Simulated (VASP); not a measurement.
Tc:

```
Tc
1.0
     0.00000    1.95000    1.95000
     1.95000    0.00000    1.95000
     1.95000    1.95000    0.00000
Tc
1
Direct
  0.00000 0.00000 0.00000
```

| Property | Result |
| --- | --- |
| Program | VASP 6.6.1 |
| Task | relaxation of cell and atoms |
| Functional | LDA |
| Potentials or basis | VASP PAW LDA potentials, release 64 (Tc_pv) |
| Cutoff | 600 eV |
| k mesh | 9 × 9 × 9 |
| Occupations | fermi-dirac, width 0.05 eV |
| Spin | non-collinear spin, zero start, spin-orbit coupling |
| Starting moments | [[0.0, 0.0, 0.0]] μB |

At the start: pressure -19.8 GPa; volume 14.83 Å³/atom.

How do energy, volume and symmetry change on relaxing?

Over 5 steps the energy falls by 64.2 meV/atom and the volume is 13.85 Å³/atom (-6.6 %); space group Fm-3m (No. 225, to 0.05 Å); moment 0.00 μB per cell.

The path:
```
step  energy change (eV)  largest force (eV/Å)  pressure (GPa)  volume (Å³)
   1              0.0000                0.0000          -19.82        14.83
   2              0.6941                0.0000          111.80        11.23
   3             -0.0638                0.0000           -1.90        13.93
   4             -0.0642                0.0000           -0.45        13.87
   5             -0.0642                0.0000           -0.01        13.85
```

Final structure:
```yaml
crystal:
  lattice:
    - [0.00000, 1.90628, 1.90628]
    - [1.90628, 0.00000, 1.90628]
    - [1.90628, 1.90628, 0.00000]
  atoms:
    - { symbol: Tc, position: [0.00000, 0.00000, 0.00000] }
```
